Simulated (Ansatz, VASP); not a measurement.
# Hg: VASP beside Ansatz

Contents of INCAR:

```
PREC     = Accurate       # precision mode
ENCUT    = 600            # plane-wave cutoff, eV
EDIFF    = 1E-7           # SCF threshold, eV
ISMEAR   = 0              # smearing method
SIGMA    = 0.1            # smearing width, eV
LREAL    = False          # projectors in reciprocal space
LASPH    = True           # aspherical terms in the spheres
NELM     = 100            # most SCF steps
ALGO     = Fast           # electronic algorithm
ISIF     = 3              # what is computed and relaxed
LWAVE    = False          # write WAVECAR
LCHARG   = False          # write CHGCAR
GGA      = PS             # functional
IBRION   = 2              # ionic algorithm
NSW      = 70             # ionic steps
EDIFFG   = -0.005         # ionic threshold
```

KPOINTS

```
Automatic mesh
0
Gamma
  12 12 12
```

POSCAR

```
Hg
1.0
    2.1071215123      1.2165471723      1.9192242354
   -2.1071215123      1.2165471723      1.9192242354
    0.0000000000     -2.4330943447      1.9192242354
Hg
1
Direct
    0.0000000000      0.0000000000      0.0000000000
```

Input for Ansatz:

```yaml
crystal:
  lattice:
    - [2.1071215123, 1.2165471723, 1.9192242354]
    - [-2.1071215123, 1.2165471723, 1.9192242354]
    - [0.0, -2.4330943447, 1.9192242354]
  atoms:
    - { symbol: Hg, position: [0.0, 0.0, 0.0] }
basis:
  ecutwfc: 420
kpoints:
  mp_grid: { grid: [12, 12, 12] }
hamiltonian:
  xc: pbesol
scf:
  occupations: { method: gaussian, width: 0.1 }
output:
  forces: true
  stress: true
  eigenvalues: true
relax:
  adjacent_minimum: "off"
  f_tol: 0.005
  max_steps: 50
  cell: { stress_tol: 0.05 }
```

Alike in both runs: task relaxation of cell and atoms; functional PBEsol; k mesh 12 × 12 × 12; occupations gaussian, width 0.1 eV; no spin polarisation.

|  | VASP | Ansatz |
| --- | --- | --- |
| version | VASP 6.6.1 | Ansatz 0.2.0 |
| potentials or method | VASP PAW PBE potentials, release 64 (Hg), cutoff 600 eV | scalar-relativistic, plane waves, PAW |
| valence electrons in the cell | 12 | 20 |

Ansatz gave:

```
gap on the k mesh at the Fermi level, each at its own relaxed structure (eV) : none
relaxed volume (Å³/atom)                                                     : 25.24
relaxed cell length with the largest relative difference (Å)                 : 2.957
```

Task: Which values does VASP return?

Result: gap on the k mesh at the Fermi level, each at its own relaxed structure (eV): none; relaxed volume (Å³/atom): 25.78; relaxed cell length with the largest relative difference (Å): 2.962.

VASP's potentials were made for PBE, not for PBEsol. A gap of «none» marks a metal or a gap that the smearing closes. VASP's potentials hold 12 valence electrons a cell and Ansatz's 20, so a difference there can come from the potentials and not from the codes.

Neither program's run includes spin-orbit coupling.
